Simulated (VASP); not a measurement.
# Co (P6/mmm) in VASP: notebook

Co is run at these levels: revPBE; tasks: single point.

Program: VASP 6.6.1. These are calculated values, not measurements. Logs are shortened: lines on timing, memory, paths and dates and some standing lists are left out, and cuts for length are marked.

## (1) The cell of the first run

It takes space group P6/mmm (No. 191, hexagonal). The conventional cell has a = 3.880 Å, b = 3.880 Å, c = 2.387 Å, α = 90.00°, β = 90.00°, γ = 120.00°. Co (site symmetry 6/mmm) has 14 Co at 2.39 to 2.54 Å within 3.2 Å. Within 3.0 Å of Co (site symmetry -6m2) lie 11 Co at 2.24 to 2.54 Å.

This isn't the form of Co at room conditions, which is hcp.

## (2) Single point, revPBE, collinear spin, ferromagnetic start (10.37 Å³/atom)

The input, INCAR:

```
PREC = Accurate ; ENCUT = 520
EDIFF = 1E-6 ; ISMEAR = -1
SIGMA = 0.05 ; LREAL = F
LASPH = T ; NELM = 150
ALGO = Normal ; ISIF = 2
LWAVE = F ; LCHARG = F
ISPIN = 2 ; MAGMOM = 1.721 1.771 1.771
LORBIT = 11 ; LMAXMIX = 4
GGA = RE ; NBANDS = 24
```

The input, KPOINTS:

```
Automatic mesh
0
Gamma
  10 10 14
```

The input, POSCAR:

```
Co
1.0
    3.8799624198      0.0000000000      0.0000000000
   -1.9399812099      3.3601460212      0.0000000000
    0.0000000000      0.0000000000      2.3869664291
Co
3
Direct
    1.0000000000      1.0000000000      0.0000000000
    0.3333333333      0.6666666667      0.5000000000
    0.6666666667      0.3333333333      0.5000000000
```

Potentials or basis: VASP PAW PBE potentials, release 64 (Co).

Launch:

```
$ cat potpaw_PBE.64/Co/POTCAR > POTCAR
$ mpirun -np 1 vasp_std > vasp.out
```

OUTCAR:

```text
PREC = Accurate
   ENCUT = 520
   EDIFF = 1E-6
   ISMEAR = -1
   LREAL = F
   LASPH = T
   NELM = 150
   ISIF = 2
   ISPIN = 2
   LORBIT = 11
   GGA = RE

 ion  position               nearest neighbor table
   1  0.000  0.000  0.000-   2 2.54   3 2.54   2 2.54   3 2.54   2 2.54   2 2.54   3 2.54   3 2.54
                             3 2.54   3 2.54   2 2.54   2 2.54
   2  0.333  0.667  0.500-   3 2.24   3 2.24   3 2.24   1 2.54   1 2.54   1 2.54   1 2.54   1 2.54
                             1 2.54
   3  0.667  0.333  0.500-   2 2.24   2 2.24   2 2.24   1 2.54   1 2.54   1 2.54   1 2.54   1 2.54
                             1 2.54

  LATTYP: Found a hexagonal cell.
 ALAT       =     3.8799624198
 C/A-ratio  =     0.6152034919

  Lattice vectors:

 A1 = (   3.8799624198,   0.0000000000,   0.0000000000)
 A2 = (  -1.9399812099,   3.3601460212,   0.0000000000)
 A3 = (   0.0000000000,   0.0000000000,   2.3869664291)

Analysis of symmetry for initial positions (statically):
=====================================================================
 Subroutine PRICEL returns:
 Original cell was already a primitive cell.

 Routine SETGRP: Setting up the symmetry group for a
 hexagonal supercell.

 Subroutine GETGRP returns: Found 24 space group operations
 (whereof 24 operations were pure point group operations)
 out of a pool of 24 trial point group operations.

The static configuration has the point symmetry D_6h.

Analysis of symmetry for dynamics (positions and initial velocities):
=====================================================================
 Subroutine PRICEL returns:
 Original cell was already a primitive cell.

 Routine SETGRP: Setting up the symmetry group for a
 hexagonal supercell.

 Subroutine GETGRP returns: Found 24 space group operations
 (whereof 24 operations were pure point group operations)
 out of a pool of 24 trial point group operations.

The dynamic configuration has the point symmetry D_6h.

Analysis of structural, dynamic, and magnetic symmetry:
=====================================================================
 Subroutine PRICEL returns:
 Original cell was already a primitive cell.

 Routine SETGRP: Setting up the symmetry group for a
 hexagonal supercell.

 Subroutine GETGRP returns: Found 24 space group operations
 (whereof 24 operations were pure point group operations)
 out of a pool of 24 trial point group operations.

The overall configuration has the point symmetry D_6h.

 Subroutine INISYM returns: Found 24 space group operations
 (whereof 24 operations are pure point group operations),
 and found     1 'primitive' translations

----------------------------------------------------------------------------------------

                                     Primitive cell

  volume of cell :      31.1195

  direct lattice vectors                    reciprocal lattice vectors
     3.879962420  0.000000000  0.000000000     0.257734455  0.148803057  0.000000000
    -1.939981210  3.360146021  0.000000000     0.000000000  0.297606114  0.000000000
     0.000000000  0.000000000  2.386966429     0.000000000  0.000000000  0.418941795

  length of vectors
     3.879962420  3.879962420  2.386966429     0.297606114  0.297606114  0.418941795

  position of ions in fractional coordinates (direct lattice)
     0.000000000  0.000000000  0.000000000
     0.333333333  0.666666667  0.500000000
     0.666666667  0.333333333  0.500000000

  ion indices of the primitive-cell ions
   primitive index   ion index
                 1           1
                 2           2
                 3           3

----------------------------------------------------------------------------------------

 KPOINTS: Automatic mesh

Automatic generation of k-mesh.
 Grid dimensions read from file:
 generate k-points for:   10   10   14

 Generating k-lattice:

  Cartesian coordinates                     Fractional coordinates (reciprocal lattice)
     0.025773446  0.014880306  0.000000000     0.100000000  0.000000000  0.000000000
     0.000000000  0.029760611  0.000000000     0.000000000  0.100000000  0.000000000
     0.000000000  0.000000000  0.029924414     0.000000000  0.000000000  0.071428571

  Length of vectors
     0.029760611  0.029760611  0.029924414

  Shift w.r.t. Gamma in fractional coordinates (k-lattice)
     0.000000000  0.000000000  0.000000000

 Subroutine IBZKPT returns following result:
 ===========================================

 Found    112 irreducible k-points:

 Following reciprocal coordinates:
            Coordinates               Weight
  0.000000  0.000000  0.000000      1.000000
  0.100000  0.000000  0.000000      6.000000
  0.200000  0.000000  0.000000      6.000000
  0.300000  0.000000  0.000000      6.000000
  0.400000  0.000000  0.000000      6.000000
  0.500000  0.000000  0.000000      3.000000
[... 16 lines left out ...]
  0.300000  0.100000  0.071429     24.000000
  0.400000  0.100000  0.071429     24.000000
 [... further k-points ...]
   k-points           NKPTS =    112   k-points in BZ     NKDIM =    112   number of bands    NBANDS=     24
   number of dos      NEDOS =    301   number of ions     NIONS =      3
   total plane-waves  NPLWV =  16200
   dimension x,y,z NGX =    30 NGY =   30 NGZ =   18
   dimension x,y,z NGXF=    60 NGYF=   60 NGZF=   36
   ions per type =               3
   NGX,Y,Z   is equivalent  to a cutoff of  12.85, 12.85, 12.54 a.u.
   NGXF,Y,Z  is equivalent  to a cutoff of  25.71, 25.71, 25.07 a.u.
 SYSTEM =  unknown system
   PREC   = accura    normal or accurate (medium, high low for compatibility)
   ISTART =      0    job   : 0-new  1-cont  2-samecut
   ICHARG =      2    charge: 1-file 2-atom 10-const
   ISPIN  =      2    spin polarized calculation?
   LNONCOLLINEAR =      F non collinear calculations
   LSORBIT =      F    spin-orbit coupling
   LASPH  =      T    aspherical Exc in radial PAW
   ENCUT  =  520.0 eV  38.22 Ry    6.18 a.u.   7.21  7.21  4.44*2*pi/ulx,y,z
   NELM   =    150;   NELMIN=  2; NELMDL= -5     # of ELM steps
   EDIFF  = 0.1E-05   stopping-criterion for ELM
   LREAL  =      F    real-space projection
   EDIFFG = 0.1E-04   stopping-criterion for IOM
   NSW    =      0    number of steps for IOM
   IBRION =     -1    ionic relax: 0-MD 1-quasi-New 2-CG
[... 25 lines left out ...]
   LRPA    =     F    only Hartree local field effects (RPA)
 spin polarized calculation
  energy-cutoff  :      520.00
  volume of cell :       31.12
 maximum number of plane-waves:       903
 NGX is ok and might be reduce to    30
   NGX = 15   NGY = 15   NGZ =  9

 number of electron      26.9999977 magnetization       4.8119021

 Free energy of the ion-electron system (eV)
  ---------------------------------------------------
  ext. energy  EPLUGINS =         0.00000000
  ---------------------------------------------------
  free energy    TOTEN  =       -19.51161678 eV

  energy without entropy =      -19.49417671  energy(sigma->0) =      -19.50289674

 E-fermi :  11.1340     XC(G=0): -13.5828

 val. band max:       11.1256269284   @ k =   0.3000   0.1000   0.1429
 cond. band min:      11.1426669600   @ k =   0.1000   0.1000   0.2857
 fundamental gap:      0.0170400317
 Fermi energy:        11.1340291042

 spin component 1

 k-point     1 :       0.0000    0.0000    0.0000
  band No.  band energies     occupation
      1       1.8574      1.00000
      2       6.1517      1.00000
      3       7.4966      1.00000
      4       7.4966      1.00000
      5       7.5341      1.00000
      6       7.5341      1.00000
[... 16 lines left out ...]
     23      27.7964      0.00000
     24      34.8120      0.00000

 k-point     2 :       0.1000    0.0000    0.0000
  band No.  band energies     occupation
      1       2.0037      1.00000
      2       6.1781      1.00000
      3       7.0987      1.00000
      4       7.2723      1.00000
      5       7.5502      1.00000
      6       7.8821      1.00000
[... 16 lines left out ...]
     23      28.0200      0.00000
     24      34.8357      0.00000

 k-point     3 :       0.2000    0.0000    0.0000
  band No.  band energies     occupation
      1       2.4332      1.00000
      2       6.1856      1.00000
      3       6.7009      1.00000
      4       7.1625      1.00000
      5       7.2744      1.00000
      6       7.9051      1.00000
[... 16 lines left out ...]
     23      28.6713      0.00000
     24      34.2994      0.00000
[... 514 lines left out ...]
 k-point    23 :       0.3000    0.1000    0.0714
  band No.  band energies     occupation
      1       3.7506      1.00000
      2       5.8704      1.00000
      3       6.2508      1.00000
      4       7.0138      1.00000
      5       7.3629      1.00000
      6       7.7919      1.00000
[... 16 lines left out ...]
     23      29.0868      0.00000
     24      30.0865      0.00000

 k-point    24 :       0.4000    0.1000    0.0714
  band No.  band energies     occupation
      1       4.6381      1.00000
      2       5.4804      1.00000
      3       5.8185      1.00000
      4       7.2649      1.00000
      5       7.3326      1.00000
      6       7.5556      1.00000
[... 16 lines left out ...]
     23      30.0592      0.00000
     24      30.6244      0.00000

 [... further k-points ...]

 spin component 2

 k-point     1 :       0.0000    0.0000    0.0000
  band No.  band energies     occupation
      1       1.8476      1.00000
      2       7.2849      1.00000
      3       8.6099      1.00000
      4       8.6099      1.00000
      5       8.6435      1.00000
      6       8.6435      1.00000
[... 16 lines left out ...]
     23      27.9586      0.00000
     24      35.1490      0.00000

 k-point     2 :       0.1000    0.0000    0.0000
  band No.  band energies     occupation
      1       1.9943      1.00000
      2       7.2934      1.00000
      3       8.2214      1.00000
      4       8.4443      1.00000
      5       8.5990      1.00000
      6       8.9561      1.00000
[... 16 lines left out ...]
     23      28.1951      0.00000
     24      35.1665      0.00000

 k-point     3 :       0.2000    0.0000    0.0000
  band No.  band energies     occupation
      1       2.4266      1.00000
      2       7.2135      1.00000
      3       7.7772      1.00000
      4       8.2620      1.00000
      5       8.3994      1.00000
      6       9.2231      1.00000
[... 16 lines left out ...]
     23      28.8799      0.00000
     24      34.1820      0.00000
[... 514 lines left out ...]
 k-point    23 :       0.3000    0.1000    0.0714
  band No.  band energies     occupation
      1       3.7758      1.00000
      2       6.6268      1.00000
      3       6.9696      1.00000
      4       8.3009      1.00000
      5       8.6444      1.00000
      6       9.1167      1.00000
[... 16 lines left out ...]
     23      29.3887      0.00000
     24      30.2804      0.00000

 k-point    24 :       0.4000    0.1000    0.0714
  band No.  band energies     occupation
      1       4.7339      1.00000
      2       5.7578      1.00000
      3       6.7038      1.00000
      4       8.5746      1.00000
      5       8.7090      1.00000
      6       8.9020      1.00000
[... 16 lines left out ...]
     23      30.3499      0.00000
     24      30.7994      0.00000

 [... further k-points ...]

------------------------ aborting loop because EDIFF is reached ----------------------------------------

  FORCE on cell =-STRESS in cart. coord.  units (eV):
  Direction    XX          YY          ZZ          XY          YZ          ZX
  --------------------------------------------------------------------------------------
  -------------------------------------------------------------------------------------
  Total        3.6954536      3.6954536      3.4728367      0.0000000      0.0000000      0.0000000
  in kB      190.2595030    190.2595030    178.7981285      0.0000000      0.0000000      0.0000000
  external PRESSURE =     186.4390448 kB  Pullay stress =       0.0000000 kB

 VOLUME and BASIS-vectors are now :
 -----------------------------------------------------------------------------
  energy-cutoff  :      520.00
  volume of cell :       31.12
      direct lattice vectors                 reciprocal lattice vectors
     3.879962420  0.000000000  0.000000000     0.257734455  0.148803057  0.000000000
    -1.939981210  3.360146021  0.000000000     0.000000000  0.297606114  0.000000000
     0.000000000  0.000000000  2.386966429     0.000000000  0.000000000  0.418941795

 POSITION                                       TOTAL-FORCE (eV/Angst)
 -----------------------------------------------------------------------------------
      0.00000      0.00000      0.00000        -0.000000      0.000000      0.000000
     -0.00000      2.24010      1.19348        -0.000000      0.000000      0.000000
      1.93998      1.12005      1.19348         0.000000      0.000000      0.000000
 -----------------------------------------------------------------------------------
    total drift:                               -0.000000      0.000000      0.000000

  FREE ENERGIE OF THE ION-ELECTRON SYSTEM (eV)
  ---------------------------------------------------
  free  energy   TOTEN  =       -19.5116167816 eV

  energy  without entropy=      -19.4941767067  energy(sigma->0) =      -19.50289674

 total charge

# of ion       s       p       d       tot
------------------------------------------
    1        0.491   0.545   7.286   8.322
    2        0.526   0.576   7.317   8.419
    3        0.526   0.576   7.317   8.419
--------------------------------------------------
tot          1.542   1.696  21.920  25.159

 magnetization (x)

# of ion       s       p       d       tot
------------------------------------------
    1       -0.009  -0.057   1.626   1.559
    2       -0.012  -0.050   1.703   1.641
    3       -0.012  -0.050   1.703   1.641
--------------------------------------------------
tot         -0.033  -0.158   5.032   4.842
```

Run time: 97 s. Hardware: 1 thread of Intel Xeon 6975P-C (Granite Rapids), shared host; peak memory 0.24 GiB.

Results:

```
Free energy                                           : -19.5116 eV
Pressure                                              : 18.6 GPa
Net moment                                            : 4.81 μB per cell
Site moments                                          : Co +1.56, +1.64 (each value once) μB
Valence electrons inside the program's atomic spheres : Co 8.32, 8.42 (each value once)
```

Caveat: the cell stands under pressure; the PAW data sets were made with another functional, which shifts forces and pressure a little.

## (3) Single point, revPBE, collinear spin, ferromagnetic start (10.82 Å³/atom)

This run uses another cell than the first one, of 10.82 Å³/atom.

The input, INCAR:

```
SYSTEM = Co
ALGO = Normal
EDIFF = 1E-6
ENCUT = 520
GGA = RE
ISIF = 2
ISMEAR = -1
ISPIN = 2
LASPH = .TRUE.
LCHARG = .TRUE.
LELF = .TRUE.
LMAXMIX = 4
LORBIT = 11
LREAL = .FALSE.
LVHAR = .TRUE.
LWAVE = .FALSE.
MAGMOM = 1.721 1.771 1.771
NBANDS = 24
NELM = 150
PREC = Accurate
SIGMA = 0.05
```

The input, KPOINTS:

```
k-points
0
G
  10 10 14
  0 0 0
```

The input, POSCAR:

```
Co
1.0
    3.9353979440      0.0000000000      0.0000000000
   -1.9676989720      3.4081545935      0.0000000000
    0.0000000000      0.0000000000      2.4210705572
Co
3
Direct
    1.0000000000      1.0000000000      0.0000000000
    0.3333333333      0.6666666667      0.5000000000
    0.6666666667      0.3333333333      0.5000000000
```

Potentials or basis: VASP PAW PBE potentials, release 64 (Co).

Launch:

```
$ cat potpaw_PBE.64/Co/POTCAR > POTCAR
$ mpirun -np 1 vasp_std > vasp.out
```

It took 96 s on 1 thread of Intel Xeon 6975P-C (Granite Rapids), shared host; peak memory 0.24 GiB.

It converged, with:

```yaml
Free_energy: -19.6219 eV
Pressure: 8.0 GPa
Net_moment: 4.90 μB per cell
Site_moments: Co +1.61, +1.67 (each value once) μB
Valence_electrons_inside_the_program's_atomic_spheres: Co 8.24, 8.33 (each value once)
```

Stress tensor (GPa, compression positive):
```
8.05 0.00 0.00
0.00 8.05 0.00
0.00 0.00 7.82
```

Levels at points of the mesh, in eV from the Fermi level:
Spin up:
```
           k point  band 14  band 15  band 16  band 17  band 18  band 19
(0.00, 0.00, 0.00)    -1.95    -0.77    -0.77     6.42     6.42     6.42
(0.50, 0.00, 0.00)    -1.11    -1.00    -0.74    -0.61     0.21     6.82
(0.00, 0.00, 0.50)    -0.82    -0.23     0.83     1.69     9.98    10.51
(0.50, 0.00, 0.50)    -0.76    -0.43     1.61     1.87     5.18     5.89
```
Spin down:
```csv
k point,band 9,band 10,band 11,band 12,band 13,band 14
"(0.00, 0.00, 0.00)",-0.74,-0.74,-0.13,-0.13,-0.12,-0.12
"(0.50, 0.00, 0.00)",-0.81,-0.02,-0.01,0.13,0.58,0.92
"(0.00, 0.00, 0.50)",-0.74,-0.74,0.82,0.82,1.04,1.04
"(0.50, 0.00, 0.50)",-0.76,-0.74,-0.02,0.57,0.95,1.19
```

Caveat: the cell stands under pressure; the PAW data sets were made with another functional, which shifts forces and pressure a little.

## (4) Single point, revPBE, collinear spin, ferromagnetic start

This run uses another cell than the first one, of 11.28 Å³/atom.

The input, INCAR:

```
PREC     = Accurate       # precision mode
ENCUT    = 520            # plane-wave cutoff, eV
EDIFF    = 1E-7           # SCF threshold, eV
ISMEAR   = -1             # smearing method
SIGMA    = 0.05           # smearing width, eV
LREAL    = False          # projectors in reciprocal space
LASPH    = True           # aspherical terms in the spheres
NELM     = 150            # most SCF steps
ALGO     = Normal         # electronic algorithm
ISIF     = 2              # what is computed and relaxed
LWAVE    = False          # write WAVECAR
LCHARG   = False          # write CHGCAR
ISPIN    = 2              # spin polarisation
MAGMOM   = 1.71 1.772 1.772 # initial moments
LORBIT   = 11             # projections on sites
LMAXMIX  = 4              # l up to which the mixer works
GGA      = RE             # functional
NBANDS   = 24             # bands
```

The input, KPOINTS:

```
regular mesh
0
Gamma
  12 12 17
```

The input, POSCAR:

```
Co
1.0
    3.9893142047      0.0000000000      0.0000000000
   -1.9946571024      3.4548474449      0.0000000000
    0.0000000000      0.0000000000      2.4542400291
Co
3
Direct
    1.0000000000      1.0000000000      0.0000000000
    0.3333333333      0.6666666667      0.5000000000
    0.6666666667      0.3333333333      0.5000000000
```

Launch:

```
$ cat potpaw_PBE.64/Co/POTCAR > POTCAR
$ mpirun -np 1 vasp_std > vasp.out
```

It took 2.9 min on 1 thread of Intel Xeon 6975P-C (Granite Rapids), shared host; peak memory 0.29 GiB.

It converged, with:

| Quantity | Value |
| --- | --- |
| Free energy | -19.6554 eV |
| Pressure | -0.4 GPa |
| Band gap on the k mesh | zero (filled and empty bands overlap) |
| Net moment | 5.00 μB per cell |
| Site moments | Co +1.66, +1.71 (each value once) μB |
| Valence electrons inside the program's atomic spheres | Co 8.16, 8.25 (each value once) |

Stress tensor (GPa, compression positive):
```
-0.59  0.00  0.00
 0.00 -0.59  0.00
 0.00  0.00 -0.15
```

Levels at points of the mesh, in eV from the Fermi level:
Spin up:
```
           k point  band 14  band 15  band 16  band 17  band 18  band 19
(0.00, 0.00, 0.00)    -1.95    -0.85    -0.85     6.18     6.18     6.19
(0.50, 0.00, 0.00)    -1.17    -1.06    -0.80    -0.69     0.24     6.46
```
Spin down:
| k point | band 9 | band 10 | band 11 | band 12 | band 13 | band 14 |
| --- | --- | --- | --- | --- | --- | --- |
| (0.00, 0.00, 0.00) | -0.67 | -0.67 | -0.09 | -0.09 | -0.08 | -0.08 |
| (0.50, 0.00, 0.00) | -0.73 | 0.02 | 0.02 | 0.13 | 0.57 | 0.90 |

Caveat: the PAW data sets were made with another functional, which shifts forces and pressure a little.

## (5) Overview

| cell | k mesh | gap on the mesh (eV) | pressure (GPa) | moment (μB) |
| --- | --- | --- | --- | --- |
| a = 3.880, b = 3.880, c = 2.387 Å, angles 90.0, 90.0, 120.0°, 3 atoms | 10 × 10 × 14 | none | 18.6 | 4.81 |
| a = 3.935, b = 3.935, c = 2.421 Å, angles 90.0, 90.0, 120.0°, 3 atoms | 10 × 10 × 14 | none | 8.0 | 4.90 |
| a = 3.989, b = 3.989, c = 2.454 Å, angles 90.0, 90.0, 120.0°, 3 atoms | 12 × 12 × 17 | none | -0.4 | 5.00 |

Alike in all rows: task single point; level revPBE; potentials or basis VASP PAW PBE potentials, release 64 (Co); spin collinear, ferromagnetic start; cutoff (eV) 520; smearing fermi-dirac 0.05 eV.

Caveats: the PAW data sets were made with another functional, which shifts forces and pressure a little; the cell stands under pressure (at least some runs).

Total energies depend on the potentials used, so only differences within one code and one set of settings carry meaning.
